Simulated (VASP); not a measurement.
# CO2 (I-42d) in VASP: notebook

CO2 is run at these levels: PBEsol, LDA; tasks: single point.

All numbers are computed with VASP 6.6.1; they aren't measurements. Logs are shortened: lines on timing, memory, paths and dates and some standing lists are left out, and cuts for length are marked.

### Step 1. The cell of the first run

It takes space group I-42d (No. 122, tetragonal). Conventional cell: a = 3.919 Å, b = 3.919 Å, c = 5.935 Å, α = 90.00°, β = 90.00°, γ = 90.00°. C (site symmetry -4) has 4 O at 1.39 Å within 1.9 Å. O (site symmetry 2) has 2 C at 1.39 Å within 1.9 Å.

### Step 2. Single point, PBEsol

Input file INCAR:

```
PREC = Accurate
ENCUT = 910
EDIFF = 1E-6
ISMEAR = -1
SIGMA = 0.02
LREAL = F
LASPH = T
NELM = 120
ALGO = Normal
ISIF = 2
LWAVE = F
LCHARG = T
GGA = PS
LELF = T
LVHAR = T
NBANDS = 25
GGA_COMPAT = F
```

Input file KPOINTS:

```
Automatic mesh
0
Gamma
  8 8 8
```

Input file POSCAR:

```
CO2
1.0
   -1.9594671831      1.9594671831      2.9672572673
    1.9594671831     -1.9594671831      2.9672572673
    1.9594671831      1.9594671831     -2.9672572673
C O
2 4
Direct
    0.0000000000      0.0000000000      0.0000000000
    0.7500000000      0.2500000000      0.5000000000
    0.3750000000      0.2922130776      0.4172130776
    0.7077869224      0.1250000000      0.0827869224
    0.8750000000      0.9577869224      0.5827869224
    0.0422130776      0.6250000000      0.9172130776
```

Potentials or basis: VASP PAW PBE potentials, release 64 (C_h, O_h).

Started as:

```bash
$ cat potpaw_PBE.64/C_h/POTCAR potpaw_PBE.64/O_h/POTCAR > POTCAR
$ mpirun -np 1 vasp_std > vasp.out
```

OUTCAR:

```text
PREC = Accurate
   ENCUT = 910
   EDIFF = 1E-6
   ISMEAR = -1
   LREAL = F
   LASPH = T
   NELM = 120
   ISIF = 2
   GGA = PS

 ion  position               nearest neighbor table
   1  0.000  0.000  0.000-   3 1.39   4 1.39   5 1.39   6 1.39
   2  0.750  0.250  0.500-   3 1.39   4 1.39   5 1.39   6 1.39
   3  0.375  0.292  0.417-   1 1.39   2 1.39
   4  0.708  0.125  0.083-   1 1.39   2 1.39
   5  0.875  0.958  0.583-   1 1.39   2 1.39
   6  0.042  0.625  0.917-   1 1.39   2 1.39

  LATTYP: Found a body centered tetragonal cell.
 ALAT       =     3.9189343662
 C/A-ratio  =     1.5143184295

  Lattice vectors:

 A1 = (  -1.9594671831,   1.9594671831,   2.9672572673)
 A2 = (   1.9594671831,  -1.9594671831,   2.9672572673)
 A3 = (   1.9594671831,   1.9594671831,  -2.9672572673)

Analysis of symmetry for initial positions (statically):
=====================================================================
 Subroutine PRICEL returns:
 Original cell was already a primitive cell.

 Routine SETGRP: Setting up the symmetry group for a
 body centered tetragonal supercell.

 Subroutine GETGRP returns: Found  8 space group operations
 (whereof  4 operations were pure point group operations)
 out of a pool of 16 trial point group operations.

The static configuration has the point symmetry S_4 .
 The point group associated with its full space group is D_2d.

Analysis of symmetry for dynamics (positions and initial velocities):
=====================================================================
 Subroutine PRICEL returns:
 Original cell was already a primitive cell.

 Routine SETGRP: Setting up the symmetry group for a
 body centered tetragonal supercell.

 Subroutine GETGRP returns: Found  8 space group operations
 (whereof  4 operations were pure point group operations)
 out of a pool of 16 trial point group operations.

The dynamic configuration has the point symmetry S_4 .
 The point group associated with its full space group is D_2d.

 Subroutine INISYM returns: Found  8 space group operations
 (whereof  4 operations are pure point group operations),
 and found     1 'primitive' translations

----------------------------------------------------------------------------------------

                                     Primitive cell

  volume of cell :      45.5713

  direct lattice vectors                    reciprocal lattice vectors
    -1.959467183  1.959467183  2.967257267     0.000000000  0.255171408  0.168505780
     1.959467183 -1.959467183  2.967257267     0.255171408  0.000000000  0.168505780
     1.959467183  1.959467183 -2.967257267     0.255171408  0.255171408  0.000000000

  length of vectors
     4.060004800  4.060004800  4.060004800     0.305788563  0.305788563  0.360866866

  position of ions in fractional coordinates (direct lattice)
     0.000000000  0.000000000  0.000000000
     0.750000000  0.250000000  0.500000000
     0.375000000  0.292213078  0.417213078
     0.707786922  0.125000000  0.082786922
     0.875000000  0.957786922  0.582786922
     0.042213078  0.625000000  0.917213078

  ion indices of the primitive-cell ions
   primitive index   ion index
                 1           1
                 2           2
                 3           3
                 4           4
                 5           5
                 6           6

----------------------------------------------------------------------------------------

 KPOINTS: Automatic mesh

Automatic generation of k-mesh.
 Grid dimensions read from file:
 generate k-points for:    8    8    8

 Generating k-lattice:

  Cartesian coordinates                     Fractional coordinates (reciprocal lattice)
     0.000000000  0.031896426  0.021063222     0.125000000  0.000000000  0.000000000
     0.031896426  0.000000000  0.021063222     0.000000000  0.125000000  0.000000000
     0.031896426  0.031896426  0.000000000     0.000000000  0.000000000  0.125000000

  Length of vectors
     0.038223570  0.038223570  0.045108358

  Shift w.r.t. Gamma in fractional coordinates (k-lattice)
     0.000000000  0.000000000  0.000000000

 Subroutine IBZKPT returns following result:
 ===========================================

 Found     59 irreducible k-points:

 Following reciprocal coordinates:
            Coordinates               Weight
  0.000000  0.000000  0.000000      1.000000
  0.125000  0.000000  0.000000      8.000000
  0.250000  0.000000  0.000000      8.000000
  0.375000  0.000000  0.000000      8.000000
  0.500000  0.000000  0.000000      4.000000
  0.125000  0.125000  0.000000      8.000000
[... 16 lines left out ...]
  0.250000  0.125000  0.125000     16.000000
  0.375000  0.125000  0.125000      8.000000
 [... further k-points ...]
   k-points           NKPTS =     59   k-points in BZ     NKDIM =     59   number of bands    NBANDS=     25
   number of dos      NEDOS =    301   number of ions     NIONS =      6
   total plane-waves  NPLWV =  64000
   dimension x,y,z NGX =    40 NGY =   40 NGZ =   40
   dimension x,y,z NGXF=    80 NGYF=   80 NGZF=   80
   ions per type =               2   4
   NGX,Y,Z   is equivalent  to a cutoff of  16.38, 16.38, 16.38 a.u.
   NGXF,Y,Z  is equivalent  to a cutoff of  32.76, 32.76, 32.76 a.u.
 SYSTEM =  unknown system
   PREC   = accura    normal or accurate (medium, high low for compatibility)
   ISTART =      0    job   : 0-new  1-cont  2-samecut
   ICHARG =      2    charge: 1-file 2-atom 10-const
   ISPIN  =      1    spin polarized calculation?
   LNONCOLLINEAR =      F non collinear calculations
   LSORBIT =      F    spin-orbit coupling
   LASPH  =      T    aspherical Exc in radial PAW
   ENCUT  =  910.0 eV  66.88 Ry    8.18 a.u.   9.99  9.99  9.99*2*pi/ulx,y,z
   NELM   =    120;   NELMIN=  2; NELMDL= -5     # of ELM steps
   EDIFF  = 0.1E-05   stopping-criterion for ELM
   LREAL  =      F    real-space projection
   EDIFFG = 0.1E-04   stopping-criterion for IOM
   NSW    =      0    number of steps for IOM
   IBRION =     -1    ionic relax: 0-MD 1-quasi-New 2-CG
   NFREE  =      0    steps in history (QN), initial steepest desc. (CG)
   ISIF   =      2    stress and relaxation
   ISYM   =      2    0-nonsym 1-usesym 2-fastsym
   POTIM  = 0.5000    time-step for ionic-motion
   TEBEG  =    0.0;   TEEND  =   0.0 temperature during run
   PSTRESS=    0.0 pullay stress
   NELECT =      32.0000    total number of electrons
   NUPDOWN=      -1.0000    fix difference up-down
   EMIN   =  10.00;   EMAX   =-10.00  energy-range for DOS
   EFERMI =   0.00;   METHOD = LEGACY
   ISMEAR =    -1;   SIGMA  =   0.02  broadening in eV -4-tet -1-fermi 0-gaus
   EFERMI_NEDOS =   21; number of points for ismear=-14 and -15
   IALGO  =     38    algorithm
   IMIX   =      4    mixing-type and parameters
     AMIX     =   0.40;   BMIX     =  1.00
     AMIX_MAG =   1.60;   BMIX_MAG =  1.00
  volume/ion in A,a.u.               =       7.60        51.26
  Fermi-wavevector in a.u.,A,eV,Ry     =   1.455105  2.749750 28.808044  2.117332
  Thomas-Fermi vector in A             =   2.572179
   LORBIT       =      0    0 simple, 1 ext, 2 COOP (PROOUT), +10 PAW based schemes
   GGA     = PS    functional components
   LHFCALC =     F    Hartree Fock is set to
   AEXX    =    0.0000 exact exchange contribution
   IVDW    =     0    specifies the selected vdW correction
   LEPSILON=     F    determine dielectric tensor
   LRPA    =     F    only Hartree local field effects (RPA)
 non-spin polarized calculation
  energy-cutoff  :      910.00
  volume of cell :       45.57
 maximum number of plane-waves:      2906
   NGX = 19   NGY = 19   NGZ = 19

 number of electron      31.9999999 magnetization

 Free energy of the ion-electron system (eV)
  ---------------------------------------------------
  ext. energy  EPLUGINS =         0.00000000
  ---------------------------------------------------
  free energy    TOTEN  =       -46.38585072 eV

  energy without entropy =      -46.38585072  energy(sigma->0) =      -46.38585072

 E-fermi :   3.7798     XC(G=0): -11.5592

 val. band max:        3.3761223687   @ k =   0.5000   0.0000   0.0000
 cond. band min:      11.0066026230   @ k =   0.0000   0.0000   0.0000
 fundamental gap:      7.6304802544
 Fermi energy:         3.7797815140

 k-point     1 :       0.0000    0.0000    0.0000
  band No.  band energies     occupation
      1     -20.8115      2.00000
      2     -15.5751      2.00000
      3     -15.5751      2.00000
      4     -14.8568      2.00000
      5     -11.2739      2.00000
      6      -6.4657      2.00000
[... 17 lines left out ...]
     24      18.6175      0.00000
     25      18.6175      0.00000

 k-point     2 :       0.1250    0.0000    0.0000
  band No.  band energies     occupation
      1     -20.7072      2.00000
      2     -15.8181      2.00000
      3     -15.6038      2.00000
      4     -15.0027      2.00000
      5     -10.9415      2.00000
      6      -6.4465      2.00000
[... 17 lines left out ...]
     24      18.5502      0.00000
     25      18.7578      0.00000

 k-point     3 :       0.2500    0.0000    0.0000
  band No.  band energies     occupation
      1     -20.4136      2.00000
      2     -16.5092      2.00000
      3     -15.6624      2.00000
      4     -15.1674      2.00000
      5     -10.2772      2.00000
      6      -6.4210      2.00000
[... 552 lines left out ...]
 k-point    23 :       0.2500    0.1250    0.1250
  band No.  band energies     occupation
      1     -19.7469      2.00000
      2     -17.6097      2.00000
      3     -15.7782      2.00000
      4     -15.3698      2.00000
      5      -9.3179      2.00000
      6      -7.0374      2.00000
[... 17 lines left out ...]
     24      18.0359      0.00000
     25      18.5558      0.00000

 k-point    24 :       0.3750    0.1250    0.1250
  band No.  band energies     occupation
      1     -19.5012      2.00000
      2     -17.9425      2.00000
      3     -15.7940      2.00000
      4     -15.4227      2.00000
      5      -9.0954      2.00000
      6      -7.0342      2.00000
[... 17 lines left out ...]
     24      17.8287      0.00000
     25      18.6250      0.00000

 [... further k-points ...]

------------------------ aborting loop because EDIFF is reached ----------------------------------------

  FORCE on cell =-STRESS in cart. coord.  units (eV):
  Direction    XX          YY          ZZ          XY          YZ          ZX
  --------------------------------------------------------------------------------------
  -------------------------------------------------------------------------------------
  Total       -0.0947426     -0.0947426     -0.1221868      0.0000000      0.0000000      0.0000000
  in kB       -3.3309238     -3.3309238     -4.2957978      0.0000000      0.0000000      0.0000000
  external PRESSURE =      -3.6525484 kB  Pullay stress =       0.0000000 kB

 VOLUME and BASIS-vectors are now :
 -----------------------------------------------------------------------------
  energy-cutoff  :      910.00
  volume of cell :       45.57
      direct lattice vectors                 reciprocal lattice vectors
    -1.959467183  1.959467183  2.967257267     0.000000000  0.255171408  0.168505780
     1.959467183 -1.959467183  2.967257267     0.255171408  0.000000000  0.168505780
     1.959467183  1.959467183 -2.967257267     0.255171408  0.255171408  0.000000000

 POSITION                                       TOTAL-FORCE (eV/Angst)
 -----------------------------------------------------------------------------------
      0.00000      0.00000      0.00000        -0.000000      0.000000      0.000000
      0.00000      1.95947      1.48363        -0.000000      0.000000     -0.000000
      0.65530      0.97973      0.74181         0.030029      0.000000      0.000000
     -0.97973      1.30417      2.22544        -0.000000     -0.030029     -0.000000
      1.30417      0.97973      3.70907        -0.030029     -0.000000     -0.000000
      2.93920      0.65530     -0.74181        -0.000000      0.030029      0.000000
 -----------------------------------------------------------------------------------
    total drift:                                0.000001      0.000001      0.000001

  FREE ENERGIE OF THE ION-ELECTRON SYSTEM (eV)
  ---------------------------------------------------
  free  energy   TOTEN  =       -46.3858507238 eV

  energy  without entropy=      -46.3858507237  energy(sigma->0) =      -46.38585072
```

Wall time 65 s (1 thread of AMD EPYC 9R45 (Zen 5), shared host); peak memory 0.27 GiB.

What came out:

```yaml
Free_energy: -46.3859 eV
Pressure: -0.4 GPa
Largest_force: 0.030 eV/Å
Band_gap_on_the_k_mesh: 7.63 eV (least direct gap 8.06 eV)
```

Forces on the atoms (eV/Å):
```
C    0.000  0.000  0.000
C    0.000  0.000  0.000
O    0.030  0.000  0.000
O    0.000 -0.030  0.000
O   -0.030  0.000  0.000
O    0.000  0.030  0.000
```

Levels at points of the mesh, in eV from the valence-band top:
```tsv
k point	band 12	band 13	band 14	band 15	band 16	band 17	band 18	band 19	band 20	band 21
(0.00, 0.00, 0.00)	-1.28	-1.28	-0.89	-0.89	-0.43	7.63	9.48	9.48	9.50	12.39
(0.50, 0.00, 0.00)	-2.32	-1.75	-1.44	-0.44	0.00	8.38	9.66	9.90	10.45	12.54
(0.50, 0.50, 0.00)	-2.73	-0.67	-0.67	-0.54	-0.54	9.12	9.12	10.05	10.05	11.75
(0.50, 0.50, 0.50)	-3.15	-2.91	-2.91	-0.02	-0.02	8.95	8.95	10.91	10.91	11.52
```

Caveat: the cutoff is under 1.25 times the usual one of these potentials, so pressure, stress and relaxed cells hold a basis-set (Pulay) error; the PAW data sets were made with another functional, which shifts forces and pressure a little. Expect the measured gap to be larger: semilocal functionals such as PBEsol lack the derivative discontinuity.

### Step 3. Single point, LDA

This run uses another cell than the first one, of 7.56 Å³/atom.

Input file INCAR:

```
SYSTEM = CO2
PREC = Accurate
ENCUT = 910
EDIFF = 1E-6
ISMEAR = 0
SIGMA = 0.01
LREAL = .False.
LASPH = .True.
NELM = 120
ALGO = Normal
ISIF = 2
LWAVE = .False.
LCHARG = .False.
GGA = CA
NBANDS = 25
GGA_COMPAT = .False.
```

Input file KPOINTS:

```
Automatic mesh
0
Gamma
  10 10 10
  0 0 0
```

Input file POSCAR:

```
CO2
1.0
   -1.9548127153      1.9548127153      2.9673315043
    1.9548127153     -1.9548127153      2.9673315043
    1.9548127153      1.9548127153     -2.9673315043
C O
2 4
Direct
    0.0000000000      0.0000000000      0.0000000000
    0.7500000000      0.2500000000      0.5000000000
    0.3750000000      0.2923507872      0.4173507872
    0.7076492128      0.1250000000      0.0826492128
    0.8750000000      0.9576492128      0.5826492128
    0.0423507872      0.6250000000      0.9173507872
```

Potentials or basis: VASP PAW LDA potentials, release 64 (C_h, O_h).

Started as:

```bash
$ cat potpaw_LDA.64/C_h/POTCAR potpaw_LDA.64/O_h/POTCAR > POTCAR
$ mpirun -np 1 vasp_std > vasp.out
```

Wall time 2.6 min (1 thread of Intel Xeon Platinum 8488C (Sapphire Rapids), shared host); peak memory 0.32 GiB.

Results (log left out):

```yaml
Free_energy: -49.3685 eV
Pressure: -6.1 GPa
Largest_force: 0.192 eV/Å
Band_gap_on_the_k_mesh: 7.51 eV (least direct gap 7.97 eV)
```

Forces in eV/Å, atoms in the order of the input:
```
C    0.000  0.000  0.000
C    0.000  0.000  0.000
O   -0.192  0.000  0.000
O    0.000  0.192  0.000
O    0.192  0.000  0.000
O    0.000 -0.192  0.000
```

Stress tensor (GPa, compression positive):
```
-6.20  0.00  0.00
 0.00 -6.20  0.00
 0.00  0.00 -6.02
```

Levels at points of the mesh, in eV from the valence-band top:
```
           k point  band 12  band 13  band 14  band 15  band 16  band 17  band 18  band 19  band 20  band 21
(0.00, 0.00, 0.00)    -1.30    -1.30    -0.92    -0.92    -0.46     7.51     9.40     9.40     9.59    12.26
(0.50, 0.00, 0.00)    -2.31    -1.79    -1.47    -0.45     0.00     8.32     9.59     9.95    10.38    12.45
(0.50, 0.50, 0.00)    -2.73    -0.68    -0.68    -0.54    -0.54     9.10     9.10    10.00    10.00    11.63
(0.50, 0.50, 0.50)    -3.11    -2.92    -2.92    -0.03    -0.03     8.87     8.87    10.87    10.87    11.52
```

Caveat: the cutoff is under 1.25 times the usual one of these potentials, so pressure, stress and relaxed cells hold a basis-set (Pulay) error; the cell stands under tension.
